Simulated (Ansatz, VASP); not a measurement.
# One calculation of Ba2C, two programs

The input POSCAR:

```
Ba2C
1.0
    0.0000000000      3.5066490218      3.5739766830
    3.5066490218      0.0000000000      3.5739766830
    3.5066490218      3.5066490218      0.0000000000
C Ba
1 2
Direct
    0.0000000000      0.0000000000      0.0000000000
    0.2500000000      0.2500000000      0.2500000000
    0.7500000000      0.7500000000      0.7500000000
```

INCAR.step1

```
SYSTEM = Ba2C
PREC = Accurate
ENCUT = 520
ISMEAR = -1
SIGMA = 0.02
LREAL = .FALSE.
LASPH = .TRUE.
NELM = 100
NBANDS = 19
GGA = PE
ALGO = Normal
EDIFF = 1E-4
LWAVE = .TRUE.
LCHARG = .FALSE.
```

INCAR.step2

```
SYSTEM = Ba2C
PREC = Accurate
ENCUT = 520
EDIFF = 1E-7
ISMEAR = -1
SIGMA = 0.02
LREAL = .FALSE.
LASPH = .TRUE.
NELM = 100
ALGO = Normal
ISIF = 2
LWAVE = .FALSE.
LCHARG = .FALSE.
METAGGA = R2SCAN
LMIXTAU = .TRUE.
NBANDS = 19
ISTART = 1
```

Contents of KPOINTS:

```
Automatic mesh
0
G
  6 6 6
  0 0 0
```

Input for Ansatz:

```yaml
crystal:
  lattice:
    - [0.0, 3.5066490218, 3.573976683]
    - [3.5066490218, 0.0, 3.573976683]
    - [3.5066490218, 3.5066490218, 0.0]
  atoms:
    - { symbol: C, position: [0.0, 0.0, 0.0] }
    - { symbol: Ba, position: [0.25, 0.25, 0.25] }
    - { symbol: Ba, position: [0.75, 0.75, 0.75] }
kpoints:
  mp_grid: { grid: [6, 6, 6] }
  band_path:
    path:
      - [0.0, 0.0, 0.0]
      - [0.5, 0.0, 0.5]
      - [0.625, 0.25, 0.625]
      - [0.375, 0.375, 0.75]
      - [0.5, 0.5, 0.5]
      - [0.5, 0.25, 0.75]
      - [-0.030599, 0.469401, -0.5]
      - [0.330729, 0.330729, -0.335938]
    npoints: 1
hamiltonian:
  xc: r2scan
scf:
  occupations: { method: fermi_dirac, width: 0.02 }
  n_extra_bands: 4
output:
  forces: true
  stress: true
  eigenvalues: true
  write_density: true
  write_potential: true
  elf: true
  volumetric_format: npy
```

Change from the starting cell: uniaxial_z strain +1.9%.

Alike in both runs: task single point; functional r2SCAN; k mesh 6 × 6 × 6; occupations fermi-dirac, width 0.02 eV; no spin polarisation.

```csv
,VASP,Ansatz
version,VASP 6.6.1,Ansatz 0.2.0
potentials or method,"VASP PAW PBE potentials, release 64 (C, Ba_sv)","plane waves, PAW"
plane-wave cutoff (eV),520,500
valence electrons in the cell,24,24
```

Ansatz gave:

- pressure (GPa): -0.7
- traceless stress, the component that is largest in VASP (GPa): -1.02

**Question.** Estimate VASP's values.

**Answer.** Pressure (GPa): 0.6; traceless stress, the component that is largest in VASP (GPa): -1.07.

VASP's potentials were made for PBE, not for r2SCAN.

Neither program's run includes spin-orbit coupling.
